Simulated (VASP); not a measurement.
# Cr (Cmcm) in VASP: single point with PBEsol+U

Aim: the single point of Cr with PBEsol+U.

Program: VASP 6.6.1. These are calculated values, not measurements. Logs are shortened: lines on timing, memory, paths and dates and some standing lists are left out, and cuts for length are marked.

### 1 The cell of the first run

It takes space group Cmcm (No. 63, orthorhombic). Conventional cell: a = 2.294 Å, b = 4.934 Å, c = 4.064 Å, α = 90.00°, β = 90.00°, γ = 90.00°. Within 3.0 Å of Cr (site symmetry m2m) lie 12 Cr at 2.29 to 2.72 Å.

### 2 Single point, PBEsol+U, collinear spin, ferromagnetic start

POSCAR reads:

```
Cr
1.0
    1.1470505050     -2.4670251200      0.0000000000
    1.1470505050      2.4670251200      0.0000000000
    0.0000000000      0.0000000000      4.0643107400
Cr
2
Direct
    0.8705325800      0.1294674200      0.2500000000
    0.1294674200      0.8705325800      0.7500000000
```

INCAR.step1 reads:

```
SYSTEM = Cr
ALGO = Fast ; EDIFF = 1E-6
ENCUT = 520 ; GGA = PS
ISIF = 2 ; ISMEAR = 1
ISPIN = 2 ; LASPH = .True.
LCHARG = .True. ; LDAU = .True.
LDAUJ = 0 ; LDAUL = 2
LDAUPRINT = 1 ; LDAUTYPE = 2
LDAUU = 7 ; LMAXMIX = 4
LREAL = .False. ; LWAVE = .False.
MAGMOM = 4.48 4.48 ; NBANDS = 23
NELM = 150 ; PREC = Accurate
SIGMA = 0.1
```

KPOINTS.step1 reads:

```
k-points
0
Gamma
  13 13 7
  0 0 0
```

INCAR.step2 reads:

```
SYSTEM = Cr
ALGO = Fast ; EDIFF = 1E-6
ENCUT = 520 ; GGA = PS
ICHARG = 11 ; ISIF = 2
ISMEAR = -5 ; ISPIN = 2
LASPH = .True. ; LCHARG = .False.
LDAU = .True. ; LDAUJ = 0
LDAUL = 2 ; LDAUPRINT = 1
LDAUTYPE = 2 ; LDAUU = 7
LMAXMIX = 4 ; LORBIT = 11
LREAL = .False. ; LWAVE = .False.
MAGMOM = 4.48 4.48 ; NEDOS = 2001
NELM = 150 ; PREC = Accurate
SIGMA = 0.1
```

KPOINTS.step2 reads:

```
k-points
0
Gamma
  20 20 11
  0 0 0
```

Potentials or basis: VASP PAW PBE potentials, release 64 (Cr_pv).

Started as:

```sh
$ cat potpaw_PBE.64/Cr_pv/POTCAR > POTCAR
$ cp INCAR.step1 INCAR
$ cp KPOINTS.step1 KPOINTS
$ mpirun -np 1 vasp_std > vasp.out
$ cp INCAR.step2 INCAR
$ cp KPOINTS.step2 KPOINTS
$ mpirun -np 1 vasp_std > vasp.out
```

OUTCAR:

```text
SYSTEM = Cr
   EDIFF = 1E-6
   ENCUT = 520
   GGA = PS
   ICHARG = 11
   ISIF = 2
   ISMEAR = -5
   ISPIN = 2
   LASPH = .True.
   LORBIT = 11
   LREAL = .False.
   NELM = 150
   PREC = Accurate

 ion  position               nearest neighbor table
   1  0.871  0.129  0.250-   2 2.40   2 2.40   2 2.62   2 2.62   2 2.62   2 2.62
   2  0.129  0.871  0.750-   1 2.40   1 2.40   1 2.62   1 2.62   1 2.62   1 2.62

  LATTYP: Found a base centered orthorhombic cell.
 ALAT       =     2.2941010100
 B/A-ratio  =     2.1507554456
 C/A-ratio  =     1.7716354782

  Lattice vectors:

 A1 = (   1.1470505050,  -2.4670251200,   0.0000000000)
 A2 = (   1.1470505050,   2.4670251200,   0.0000000000)
 A3 = (   0.0000000000,   0.0000000000,   4.0643107400)

Analysis of symmetry for initial positions (statically):
=====================================================================
 Subroutine PRICEL returns:
 Original cell was already a primitive cell.

 Routine SETGRP: Setting up the symmetry group for a
 base centered orthorhombic supercell.

 Subroutine GETGRP returns: Found  8 space group operations
 (whereof  4 operations were pure point group operations)
 out of a pool of  8 trial point group operations.

The static configuration has the point symmetry C_2h.
 The point group associated with its full space group is D_2h.

Analysis of symmetry for dynamics (positions and initial velocities):
=====================================================================
 Subroutine PRICEL returns:
 Original cell was already a primitive cell.

 Routine SETGRP: Setting up the symmetry group for a
 base centered orthorhombic supercell.

 Subroutine GETGRP returns: Found  8 space group operations
 (whereof  4 operations were pure point group operations)
 out of a pool of  8 trial point group operations.

The dynamic configuration has the point symmetry C_2h.
 The point group associated with its full space group is D_2h.

Analysis of structural, dynamic, and magnetic symmetry:
=====================================================================
 Subroutine PRICEL returns:
 Original cell was already a primitive cell.

 Routine SETGRP: Setting up the symmetry group for a
 base centered orthorhombic supercell.

 Subroutine GETGRP returns: Found  8 space group operations
 (whereof  4 operations were pure point group operations)
 out of a pool of  8 trial point group operations.

The overall configuration has the point symmetry C_2h.
 The point group associated with its full space group is D_2h.

 Subroutine INISYM returns: Found  8 space group operations
 (whereof  4 operations are pure point group operations),
 and found     1 'primitive' translations

----------------------------------------------------------------------------------------

                                     Primitive cell

  volume of cell :      23.0024

  direct lattice vectors                    reciprocal lattice vectors
     1.147050505 -2.467025120  0.000000000     0.435900597 -0.202673250  0.000000000
     1.147050505  2.467025120  0.000000000     0.435900597  0.202673250  0.000000000
     0.000000000  0.000000000  4.064310740     0.000000000  0.000000000  0.246044179

  length of vectors
     2.720650254  2.720650254  4.064310740     0.480713820  0.480713820  0.246044179

[... 132 lines left out ...]
 -0.0000  0.0000  0.8590 -0.0000  0.0279
 -0.0000 -0.0000 -0.0000  0.9061  0.0000
  0.0000 -0.0000  0.0279  0.0000  0.8421

spin component  2

  0.0449  0.0000 -0.0000  0.0000 -0.0000
  0.0000  0.0252 -0.0000 -0.0000  0.0000
 -0.0000 -0.0000  0.0270 -0.0000  0.0054
  0.0000 -0.0000 -0.0000  0.0605 -0.0000
 -0.0000  0.0000  0.0054 -0.0000  0.0260

 occupancies and eigenvectors

  o =  0.0210  v =  0.0000  0.0000  0.0000  0.0000  0.0000  0.0000 -0.0000 -0.6732  0.0000  0.7394      0.0000  0.0000  0.0000  0.0000  0.0000  0.0000  0.0000  0.0000  0.0000  0.0000
  o =  0.0252  v =  0.0000  0.0000  0.0000  0.0000  0.0000 -0.0000  1.0000 -0.0000  0.0000  0.0000      0.0000  0.0000  0.0000  0.0000  0.0000  0.0000  0.0000  0.0000  0.0000  0.0000
  o =  0.0320  v =  0.0000  0.0000  0.0000  0.0000  0.0000 -0.0000 -0.0000 -0.7394 -0.0000 -0.6732      0.0000  0.0000  0.0000  0.0000  0.0000  0.0000  0.0000  0.0000  0.0000  0.0000
  o =  0.0449  v =  0.0000  0.0000  0.0000  0.0000  0.0000  1.0000  0.0000 -0.0000  0.0000 -0.0000      0.0000  0.0000  0.0000  0.0000  0.0000  0.0000  0.0000  0.0000  0.0000  0.0000
  o =  0.0605  v =  0.0000  0.0000  0.0000  0.0000  0.0000  0.0000  0.0000  0.0000 -1.0000  0.0000      0.0000  0.0000  0.0000  0.0000  0.0000  0.0000  0.0000  0.0000  0.0000  0.0000
  o =  0.8214  v =  0.0000  0.0000  0.5962 -0.0000 -0.8029  0.0000  0.0000  0.0000  0.0000  0.0000      0.0000  0.0000  0.0000  0.0000  0.0000  0.0000  0.0000  0.0000  0.0000  0.0000
  o =  0.8732  v =  0.0000 -1.0000  0.0000 -0.0000  0.0000  0.0000  0.0000  0.0000  0.0000  0.0000      0.0000  0.0000  0.0000  0.0000  0.0000  0.0000  0.0000  0.0000  0.0000  0.0000
  o =  0.8797  v =  0.0000  0.0000  0.8029  0.0000  0.5962  0.0000  0.0000  0.0000  0.0000  0.0000      0.0000  0.0000  0.0000  0.0000  0.0000  0.0000  0.0000  0.0000  0.0000  0.0000
  o =  0.8908  v =  1.0000  0.0000  0.0000  0.0000  0.0000  0.0000  0.0000  0.0000  0.0000  0.0000      0.0000  0.0000  0.0000  0.0000  0.0000  0.0000  0.0000  0.0000  0.0000  0.0000
  o =  0.9061  v =  0.0000  0.0000  0.0000 -1.0000  0.0000  0.0000  0.0000  0.0000  0.0000  0.0000      0.0000  0.0000  0.0000  0.0000  0.0000  0.0000  0.0000  0.0000  0.0000  0.0000

atom =   2  type =  1  l = 2

 onsite density matrix

spin component  1

  0.8908 -0.0000 -0.0000  0.0000  0.0000
 -0.0000  0.8732 -0.0000 -0.0000 -0.0000
 -0.0000 -0.0000  0.8590 -0.0000  0.0279
  0.0000 -0.0000 -0.0000  0.9061  0.0000
  0.0000 -0.0000  0.0279  0.0000  0.8421

spin component  2

  0.0449  0.0000 -0.0000  0.0000 -0.0000
  0.0000  0.0252  0.0000 -0.0000  0.0000
 -0.0000  0.0000  0.0270 -0.0000  0.0054
  0.0000 -0.0000 -0.0000  0.0605 -0.0000
 -0.0000  0.0000  0.0054 -0.0000  0.0260

 occupancies and eigenvectors

  o =  0.0210  v =  0.0000  0.0000  0.0000  0.0000  0.0000  0.0000  0.0000 -0.6732 -0.0000  0.7394      0.0000  0.0000  0.0000  0.0000  0.0000  0.0000  0.0000  0.0000  0.0000  0.0000
  o =  0.0252  v =  0.0000  0.0000  0.0000  0.0000  0.0000 -0.0000  1.0000  0.0000  0.0000 -0.0000      0.0000  0.0000  0.0000  0.0000  0.0000  0.0000  0.0000  0.0000  0.0000  0.0000
  o =  0.0320  v =  0.0000  0.0000  0.0000  0.0000  0.0000 -0.0000 -0.0000 -0.7394 -0.0000 -0.6732      0.0000  0.0000  0.0000  0.0000  0.0000  0.0000  0.0000  0.0000  0.0000  0.0000
  o =  0.0449  v =  0.0000  0.0000  0.0000  0.0000  0.0000  1.0000  0.0000 -0.0000  0.0000 -0.0000      0.0000  0.0000  0.0000  0.0000  0.0000  0.0000  0.0000  0.0000  0.0000  0.0000
  o =  0.0605  v =  0.0000  0.0000  0.0000  0.0000  0.0000  0.0000  0.0000  0.0000 -1.0000  0.0000      0.0000  0.0000  0.0000  0.0000  0.0000  0.0000  0.0000  0.0000  0.0000  0.0000
  o =  0.8214  v =  0.0000  0.0000  0.5962  0.0000 -0.8029  0.0000  0.0000  0.0000  0.0000  0.0000      0.0000  0.0000  0.0000  0.0000  0.0000  0.0000  0.0000  0.0000  0.0000  0.0000
  o =  0.8732  v =  0.0000  1.0000 -0.0000 -0.0000 -0.0000  0.0000  0.0000  0.0000  0.0000  0.0000      0.0000  0.0000  0.0000  0.0000  0.0000  0.0000  0.0000  0.0000  0.0000  0.0000
  o =  0.8797  v =  0.0000  0.0000  0.8029  0.0000  0.5962  0.0000  0.0000  0.0000  0.0000  0.0000      0.0000  0.0000  0.0000  0.0000  0.0000  0.0000  0.0000  0.0000  0.0000  0.0000
  o =  0.8908  v =  1.0000  0.0000  0.0000  0.0000  0.0000  0.0000  0.0000  0.0000  0.0000  0.0000      0.0000  0.0000  0.0000  0.0000  0.0000  0.0000  0.0000  0.0000  0.0000  0.0000
  o =  0.9061  v =  0.0000 -0.0000  0.0000 -1.0000  0.0000  0.0000  0.0000  0.0000  0.0000  0.0000      0.0000  0.0000  0.0000  0.0000  0.0000  0.0000  0.0000  0.0000  0.0000  0.0000

 number of electron      23.9999987 magnetization       8.8227565

 Free energy of the ion-electron system (eV)
  ---------------------------------------------------
  ext. energy  EPLUGINS =         0.00000000
  ---------------------------------------------------
  free energy    TOTEN  =        -6.60852379 eV

  energy without entropy =       -6.60852379  energy(sigma->0) =       -6.60852379

 E-fermi :  11.6548     XC(G=0): -13.4371

 val. band max:       11.7458318385   @ k =   0.4000   0.4000   0.4545
 cond. band min:      11.6300618174   @ k =  -0.4000   0.2000   0.3636
 fundamental gap:     -0.1157700211
 Fermi energy:        11.6547807415

 spin component 1

 k-point     1 :       0.0000    0.0000    0.0000
  band No.  band energies     occupation
      1     -31.9540      1.00000
      2     -31.2303      1.00000
      3     -30.9528      1.00000
      4     -30.8797      1.00000
      5     -30.7765      1.00000
      6     -30.7634      1.00000
[... 1097 lines left out ...]
     19      24.2818      0.00000
     20      24.8424      0.00000

 [... further k-points ...]

------------------------ aborting loop because EDIFF is reached ----------------------------------------

  FORCE on cell =-STRESS in cart. coord.  units (eV):
  Direction    XX          YY          ZZ          XY          YZ          ZX
  --------------------------------------------------------------------------------------
  -------------------------------------------------------------------------------------
  Total       20.1775765     12.5151065     15.7805356      0.0000000     -0.0000000      0.0000000
  in kB     1405.4214319    871.7101842   1099.1559372      0.0000000     -0.0000000      0.0000000
  external PRESSURE =    1125.4291844 kB  Pullay stress =       0.0000000 kB

 VOLUME and BASIS-vectors are now :
 -----------------------------------------------------------------------------
  energy-cutoff  :      520.00
  volume of cell :       23.00
      direct lattice vectors                 reciprocal lattice vectors
     1.147050505 -2.467025120  0.000000000     0.435900597 -0.202673250  0.000000000
     1.147050505  2.467025120  0.000000000     0.435900597  0.202673250  0.000000000
     0.000000000  0.000000000  4.064310740     0.000000000  0.000000000  0.246044179

 POSITION                                       TOTAL-FORCE (eV/Angst)
 -----------------------------------------------------------------------------------
      1.14705     -1.82823      1.01608         0.000000      0.573559     -0.000000
      1.14705      1.82823      3.04823         0.000000     -0.573559      0.000000
 -----------------------------------------------------------------------------------
    total drift:                                0.000000      0.000000     -0.000000

  FREE ENERGIE OF THE ION-ELECTRON SYSTEM (eV)
  ---------------------------------------------------
  free  energy   TOTEN  =        -6.6085237935 eV

  energy  without entropy=       -6.6085237935  energy(sigma->0) =       -6.60852379

 total charge

# of ion       s       p       d       tot
------------------------------------------
    1        0.430   6.332   4.520  11.281
    2        0.430   6.332   4.520  11.281
--------------------------------------------------
tot          0.860  12.663   9.040  22.563

 magnetization (x)

# of ion       s       p       d       tot
------------------------------------------
    1       -0.013   0.107   4.165   4.258
    2       -0.013   0.107   4.165   4.258
--------------------------------------------------
tot         -0.026   0.213   8.329   8.517
```

It took 12 min on 1 thread of Oxide Virtual Turin-like, shared host; peak memory 0.48 GiB.

Results:

- Net moment: 8.82 μB per cell
- Site moments: Cr +4.26 μB
- Valence electrons inside the program's atomic spheres: Cr 11.28

Eigenvalues of the final occupation matrices:
| site | spin | trace | eigenvalues |
| --- | --- | --- | --- |
| site 1 d | 1 | 4.37 | 0.82 0.87 0.88 0.89 0.91 |
| site 1 d | 2 | 0.18 | 0.02 0.03 0.03 0.04 0.06 |
| site 2 d | 1 | 4.37 | 0.82 0.87 0.88 0.89 0.91 |
| site 2 d | 2 | 0.18 | 0.02 0.03 0.03 0.04 0.06 |

Caveat: the PAW data sets were made with another functional, which shifts forces and pressure a little; the U is typed as a test and isn't derived for this compound. The state reached can hang on the start; a lower one may exist.
